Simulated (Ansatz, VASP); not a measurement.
# One calculation of KAgCl2, two programs

File POSCAR:

```
KAgCl2
1.0
    2.0770457833      1.1991829421      6.6042916496
   -2.0770457833      1.1991829421      6.6042916496
    0.0000000000     -2.3983658842      6.6042916496
K Ag Cl
1 1 2
Direct
    1.0000000000      0.0000000000      0.0000000000
    0.5000000000      0.5000000000      0.5000000000
    0.2383450504      0.2383450504      0.2383450504
    0.7616549496      0.7616549496      0.7616549496
```

Contents of INCAR.step1:

```
ALGO = Normal ; EDIFF = 1E-4
ENCUT = 520 ; GGA = PE
ISMEAR = 0 ; LASPH = True
LCHARG = False ; LREAL = False
LWAVE = True ; NBANDS = 25
NELM = 60 ; PREC = Accurate
SIGMA = 0.01
```

File INCAR.step2:

```
ALGO = Normal ; EDIFF = 1E-7
ENCUT = 520 ; ISIF = 2
ISMEAR = 0 ; ISTART = 1
LASPH = True ; LCHARG = True
LELF = True ; LMIXTAU = True
LREAL = False ; LVHAR = True
LWAVE = False ; METAGGA = R2SCAN
NBANDS = 25 ; NELM = 60
PREC = Accurate ; SIGMA = 0.01
```

KPOINTS

```
k-points
0
Gamma
  6 6 6
```

Input for Ansatz:

```yaml
crystal:
  lattice:
    - [2.0770457833, 1.1991829421, 6.6042916496]
    - [-2.0770457833, 1.1991829421, 6.6042916496]
    - [0.0, -2.3983658842, 6.6042916496]
  atoms:
    - { symbol: K, position: [1.0, 0.0, 0.0] }
    - { symbol: Ag, position: [0.5, 0.5, 0.5] }
    - { symbol: Cl, position: [0.2383450504, 0.2383450504, 0.2383450504] }
    - { symbol: Cl, position: [0.7616549496, 0.7616549496, 0.7616549496] }
kpoints:
  mp_grid: { grid: [6, 6, 6] }
hamiltonian:
  xc: r2scan
scf:
  occupations: { method: fixed }
  n_extra_bands: 5
output:
  forces: true
  stress: true
  eigenvalues: true
```

Alike in both runs: task single point; functional r2SCAN; k mesh 6 × 6 × 6; no spin polarisation.

```csv
,VASP,Ansatz
version,VASP 6.6.1,Ansatz 0.2.0
potentials or method,"VASP PAW PBE potentials, release 64 (K_sv, Ag, Cl)","plane waves, PAW"
plane-wave cutoff (eV),520,500
occupations,"gaussian, width 0.01 eV",fixed
valence electrons in the cell,34,42
```

|  | VASP | Ansatz | Ansatz less VASP |
| --- | --- | --- | --- |
| gap on the k mesh at the Fermi level (eV) | 3.12 | 3.17 | +0.043 |
| pressure (GPa) | 1.0 | 1.1 | +0.04 |
| traceless stress, the component that is largest in VASP (GPa) | -0.07 | -0.06 | +0.007 |
| rms of the force components (eV/Å) | 0.007 | 0.011 | +0.0040 |

VASP's potentials were made for PBE, not for r2SCAN. Atom by atom the forces differ by 0.004 eV/Å (rms over components). VASP's potentials hold 34 valence electrons a cell and Ansatz's 42, so a difference there can come from the potentials and not from the codes.
